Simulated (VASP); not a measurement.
# Al (Fm-3m) in VASP: notebook

Al is run at these levels: PBEsol, r2SCAN; tasks: single point.

Program: VASP 6.6.1. These are calculated values, not measurements. Logs are shortened: lines on timing, memory, paths and dates and some standing lists are left out, and cuts for length are marked.

### Step 1. The cell of the first run

It takes space group Fm-3m (No. 225, cubic). The conventional cell has a = 4.015 Å, b = 4.015 Å, c = 4.015 Å, α = 90.00°, β = 90.00°, γ = 90.00°. Al (site symmetry m-3m) has 12 Al at 2.84 Å within 3.7 Å.

### Step 2. Single point, PBEsol

INCAR reads:

```
PREC = Accurate ; ENCUT = 520
EDIFF = 1E-6 ; ISMEAR = -1
SIGMA = 0.05 ; LREAL = False
LASPH = True ; NELM = 60
ALGO = Normal ; ISIF = 2
LWAVE = False ; LCHARG = False
GGA = PS ; NBANDS = 8
```

KPOINTS reads:

```
regular mesh
0
Gamma
  13 13 13
```

POSCAR reads:

```
Al
1.0
    0.0000000000      2.0073810000      2.0073810000
    2.0073810000      0.0000000000      2.0073810000
    2.0073810000      2.0073810000      0.0000000000
Al
1
Direct
    0.0000000000      0.0000000000      0.0000000000
```

Potentials or basis: VASP PAW PBE potentials, release 64 (Al).

On the command line:

```console
$ cat potpaw_PBE.64/Al/POTCAR > POTCAR
$ mpirun -np 1 vasp_std > vasp.out
```

OUTCAR:

```text
PREC = Accurate
   ENCUT = 520
   EDIFF = 1E-6
   ISMEAR = -1
   LREAL = False
   LASPH = True
   NELM = 60
   ISIF = 2
   GGA = PS

 ion  position               nearest neighbor table
   1  0.000  0.000  0.000-

  LATTYP: Found a face centered cubic cell.
 ALAT       =     4.0147620000

  Lattice vectors:

 A1 = (   0.0000000000,   2.0073810000,   2.0073810000)
 A2 = (   2.0073810000,   0.0000000000,   2.0073810000)
 A3 = (   2.0073810000,   2.0073810000,   0.0000000000)

Analysis of symmetry for initial positions (statically):
=====================================================================
 Subroutine PRICEL returns:
 Original cell was already a primitive cell.

 Routine SETGRP: Setting up the symmetry group for a
 face centered cubic supercell.

 Subroutine GETGRP returns: Found 48 space group operations
 (whereof 48 operations were pure point group operations)
 out of a pool of 48 trial point group operations.

The static configuration has the point symmetry O_h .

Analysis of symmetry for dynamics (positions and initial velocities):
=====================================================================
 Subroutine PRICEL returns:
 Original cell was already a primitive cell.

 Routine SETGRP: Setting up the symmetry group for a
 face centered cubic supercell.

 Subroutine GETGRP returns: Found 48 space group operations
 (whereof 48 operations were pure point group operations)
 out of a pool of 48 trial point group operations.

The dynamic configuration has the point symmetry O_h .

 Subroutine INISYM returns: Found 48 space group operations
 (whereof 48 operations are pure point group operations),
 and found     1 'primitive' translations

----------------------------------------------------------------------------------------

                                     Primitive cell

  volume of cell :      16.1778

  direct lattice vectors                    reciprocal lattice vectors
     0.000000000  2.007381000  2.007381000    -0.249080767  0.249080767  0.249080767
     2.007381000  0.000000000  2.007381000     0.249080767 -0.249080767  0.249080767
     2.007381000  2.007381000  0.000000000     0.249080767  0.249080767 -0.249080767

  length of vectors
     2.838865435  2.838865435  2.838865435     0.431420544  0.431420544  0.431420544

  position of ions in fractional coordinates (direct lattice)
     0.000000000  0.000000000  0.000000000

  ion indices of the primitive-cell ions
   primitive index   ion index
                 1           1

----------------------------------------------------------------------------------------

 KPOINTS: regular mesh

Automatic generation of k-mesh.
 Grid dimensions read from file:
 generate k-points for:   13   13   13

 Generating k-lattice:

  Cartesian coordinates                     Fractional coordinates (reciprocal lattice)
    -0.019160059  0.019160059  0.019160059     0.076923077  0.000000000  0.000000000
     0.019160059 -0.019160059  0.019160059     0.000000000  0.076923077  0.000000000
     0.019160059  0.019160059 -0.019160059     0.000000000  0.000000000  0.076923077

  Length of vectors
     0.033186196  0.033186196  0.033186196

  Shift w.r.t. Gamma in fractional coordinates (k-lattice)
     0.000000000  0.000000000  0.000000000

 Subroutine IBZKPT returns following result:
 ===========================================

 Found     84 irreducible k-points:

 Following reciprocal coordinates:
            Coordinates               Weight
  0.000000  0.000000  0.000000      1.000000
  0.076923  0.000000  0.000000      8.000000
  0.153846  0.000000  0.000000      8.000000
  0.230769  0.000000  0.000000      8.000000
  0.307692  0.000000  0.000000      8.000000
  0.384615  0.000000  0.000000      8.000000
[... 16 lines left out ...]
  0.384615  0.153846  0.000000     24.000000
  0.461538  0.153846  0.000000     24.000000
 [... further k-points ...]
   k-points           NKPTS =     84   k-points in BZ     NKDIM =     84   number of bands    NBANDS=      8
   number of dos      NEDOS =    301   number of ions     NIONS =      1
   total plane-waves  NPLWV =  13824
   dimension x,y,z NGX =    24 NGY =   24 NGZ =   24
   dimension x,y,z NGXF=    48 NGYF=   48 NGZF=   48
   ions per type =               1
   NGX,Y,Z   is equivalent  to a cutoff of  14.05, 14.05, 14.05 a.u.
   NGXF,Y,Z  is equivalent  to a cutoff of  28.11, 28.11, 28.11 a.u.
 SYSTEM =  unknown system
   PREC   = accura    normal or accurate (medium, high low for compatibility)
   ISTART =      0    job   : 0-new  1-cont  2-samecut
   ICHARG =      2    charge: 1-file 2-atom 10-const
   ISPIN  =      1    spin polarized calculation?
   LNONCOLLINEAR =      F non collinear calculations
   LSORBIT =      F    spin-orbit coupling
   LASPH  =      T    aspherical Exc in radial PAW
   ENCUT  =  520.0 eV  38.22 Ry    6.18 a.u.   5.28  5.28  5.28*2*pi/ulx,y,z
   NELM   =     60;   NELMIN=  2; NELMDL= -5     # of ELM steps
   EDIFF  = 0.1E-05   stopping-criterion for ELM
   LREAL  =      F    real-space projection
   EDIFFG = 0.1E-04   stopping-criterion for IOM
   NSW    =      0    number of steps for IOM
   IBRION =     -1    ionic relax: 0-MD 1-quasi-New 2-CG
   NFREE  =      0    steps in history (QN), initial steepest desc. (CG)
   ISIF   =      2    stress and relaxation
   ISYM   =      2    0-nonsym 1-usesym 2-fastsym
   POTIM  = 0.5000    time-step for ionic-motion
   TEBEG  =    0.0;   TEEND  =   0.0 temperature during run
   PSTRESS=    0.0 pullay stress
   NELECT =       3.0000    total number of electrons
   NUPDOWN=      -1.0000    fix difference up-down
   EMIN   =  10.00;   EMAX   =-10.00  energy-range for DOS
   EFERMI =   0.00;   METHOD = LEGACY
   ISMEAR =    -1;   SIGMA  =   0.05  broadening in eV -4-tet -1-fermi 0-gaus
   EFERMI_NEDOS =   21; number of points for ismear=-14 and -15
   IALGO  =     38    algorithm
   IMIX   =      4    mixing-type and parameters
     AMIX     =   0.40;   BMIX     =  1.00
     AMIX_MAG =   1.60;   BMIX_MAG =  1.00
  volume/ion in A,a.u.               =      16.18       109.17
  Fermi-wavevector in a.u.,A,eV,Ry     =   0.933560  1.764172 11.857937  0.871534
  Thomas-Fermi vector in A             =   2.060274
   LORBIT       =      0    0 simple, 1 ext, 2 COOP (PROOUT), +10 PAW based schemes
   GGA     = PS    functional components
   LHFCALC =     F    Hartree Fock is set to
   AEXX    =    0.0000 exact exchange contribution
   IVDW    =     0    specifies the selected vdW correction
   LEPSILON=     F    determine dielectric tensor
   LRPA    =     F    only Hartree local field effects (RPA)
 non-spin polarized calculation
  energy-cutoff  :      520.00
  volume of cell :       16.18
 maximum number of plane-waves:       445
 NGX is ok and might be reduce to    24
   NGX = 11   NGY = 11   NGZ = 11

 number of electron       3.0000000 magnetization

 Free energy of the ion-electron system (eV)
  ---------------------------------------------------
  ext. energy  EPLUGINS =         0.00000000
  ---------------------------------------------------
  free energy    TOTEN  =        -4.09037043 eV

  energy without entropy =       -4.08665407  energy(sigma->0) =       -4.08851225

 E-fermi :   8.0797     XC(G=0): -10.3288

 val. band max:        8.0717479568   @ k =  -0.2308   0.3846   0.1538
 cond. band min:       8.1592328974   @ k =   0.4615   0.2308   0.0000
 fundamental gap:      0.0874849406
 Fermi energy:         8.0797133112

 k-point     1 :       0.0000    0.0000    0.0000
  band No.  band energies     occupation
      1      -3.1098      2.00000
      2      20.8614      0.00000
      3      20.8614      0.00000
      4      20.8614      0.00000
      5      22.5026      0.00000
      6      22.5026      0.00000
      7      22.5026      0.00000
      8      24.7862      0.00000

 k-point     2 :       0.0769    0.0000    0.0000
  band No.  band energies     occupation
      1      -2.9469      2.00000
      2      18.5155      0.00000
      3      20.3779      0.00000
      4      20.3779      0.00000
      5      23.1241      0.00000
      6      23.2384      0.00000
      7      23.2384      0.00000
      8      26.3984      0.00000

 k-point     3 :       0.1538    0.0000    0.0000
  band No.  band energies     occupation
      1      -2.4594      2.00000
      2      15.3810      0.00000
      3      19.7208      0.00000
      4      19.7208      0.00000
      5      22.9748      0.00000
      6      24.3891      0.00000
      7      24.3891      0.00000
      8      25.5810      0.00000

 k-point     4 :       0.2308    0.0000    0.0000
  band No.  band energies     occupation
      1      -1.6507      2.00000
      2      12.3558      0.00000
      3      19.2638      0.00000
      4      19.2638      0.00000
      5      22.7320      0.00000
      6      23.4290      0.00000
      7      23.4290      0.00000
      8      26.7571      0.00000

 k-point     5 :       0.3077    0.0000    0.0000
  band No.  band energies     occupation
      1      -0.5263      2.00000
      2       9.5409      0.00000
      3      19.0597      0.00000
      4      19.0597      0.00000
      5      22.0723      0.00000
      6      22.0723      0.00000
      7      22.6402      0.00000
      8      26.1251      0.00000
[... 177 lines left out ...]
 k-point    22 :       0.3077    0.1538    0.0000
  band No.  band energies     occupation
      1      -0.7399      2.00000
      2      11.8713      0.00000
      3      16.4580      0.00000
      4      17.7200      0.00000
      5      18.1842      0.00000
      6      22.7121      0.00000
      7      26.5195      0.00000
      8      27.5817      0.00000

 k-point    23 :       0.3846    0.1538    0.0000
  band No.  band energies     occupation
      1       0.4827      2.00000
      2       9.1721      0.00000
      3      16.3270      0.00000
      4      16.4146      0.00000
      5      18.0626      0.00000
      6      24.7364      0.00000
      7      25.3320      0.00000
      8      27.6744      0.00000

 k-point    24 :       0.4615    0.1538    0.0000
  band No.  band energies     occupation
      1       2.0081      2.00000
      2       6.7118      2.00000
      3      15.3126      0.00000
      4      16.4717      0.00000
      5      18.2536      0.00000
      6      24.3246      0.00000
      7      26.4085      0.00000
      8      28.2467      0.00000

 [... further k-points ...]

------------------------ aborting loop because EDIFF is reached ----------------------------------------

  FORCE on cell =-STRESS in cart. coord.  units (eV):
  Direction    XX          YY          ZZ          XY          YZ          ZX
  --------------------------------------------------------------------------------------
  -------------------------------------------------------------------------------------
  Total       -0.0019901     -0.0019901     -0.0019901     -0.0000000      0.0000000      0.0000000
  in kB       -0.1970902     -0.1970902     -0.1970902     -0.0000000      0.0000000      0.0000000
  external PRESSURE =      -0.1970902 kB  Pullay stress =       0.0000000 kB

 VOLUME and BASIS-vectors are now :
 -----------------------------------------------------------------------------
  energy-cutoff  :      520.00
  volume of cell :       16.18
      direct lattice vectors                 reciprocal lattice vectors
     0.000000000  2.007381000  2.007381000    -0.249080767  0.249080767  0.249080767
     2.007381000  0.000000000  2.007381000     0.249080767 -0.249080767  0.249080767
     2.007381000  2.007381000  0.000000000     0.249080767  0.249080767 -0.249080767

 POSITION                                       TOTAL-FORCE (eV/Angst)
 -----------------------------------------------------------------------------------
      0.00000      0.00000      0.00000         0.000000      0.000000     -0.000000
 -----------------------------------------------------------------------------------
    total drift:                                0.000000     -0.000000     -0.000000

  FREE ENERGIE OF THE ION-ELECTRON SYSTEM (eV)
  ---------------------------------------------------
  free  energy   TOTEN  =        -4.0903704346 eV

  energy  without entropy=       -4.0866540705  energy(sigma->0) =       -4.08851225
```

It took 4.3 s on 1 thread of Intel Xeon Platinum 8488C (Sapphire Rapids), shared host; peak memory 0.13 GiB.

Results:

```yaml
Free_energy: -4.0904 eV
Pressure: 0.0 GPa
```

Caveat: the PAW data sets were made with another functional, which shifts forces and pressure a little.

[end of part 1 of 2]
